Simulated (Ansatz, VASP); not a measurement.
## Two plane-wave programs on Ru

```
CELL_PARAMETERS angstrom
2.67664 0.00000 0.00000
-1.33832 2.31804 0.00000
0.00000 0.00000 8.61787
ATOMIC_POSITIONS crystal
Ru 0.00000 0.00000 0.00000
Ru 0.00000 0.00000 0.50000
Ru 0.33333 0.66667 0.75000
Ru 0.66667 0.33333 0.25000
```

Alike in both runs: functional PBEsol; k mesh 21 × 21 × 6; occupations gaussian, width 0.1 eV; no spin polarisation.

Ansatz relaxed the structure, and its values are those at the end. VASP's run is a single point on that final structure, the one shown.

|  | VASP | Ansatz |
| --- | --- | --- |
| version | VASP 6.6.1 | Ansatz 0.2.0 |
| potentials or method | VASP PAW PBE potentials, release 64 (Ru_pv), cutoff 500 eV | scalar-relativistic, plane waves, PAW |
| valence electrons in the cell | 56 | 64 |

|  | VASP | Ansatz | Ansatz less VASP |
| --- | --- | --- | --- |
| gap on the k mesh at the Fermi level (eV) | none | none | - |
| pressure (GPa) | -0.1 | 0.0 | +0.05 |

VASP's potentials were made for PBE, not for PBEsol. A gap of «none» marks a metal or a gap that the smearing closes. The functional is the same, so the differences come from potentials, cutoffs and numerics. VASP's potentials hold 56 valence electrons a cell and Ansatz's 64, so a difference there can come from the potentials and not from the codes.
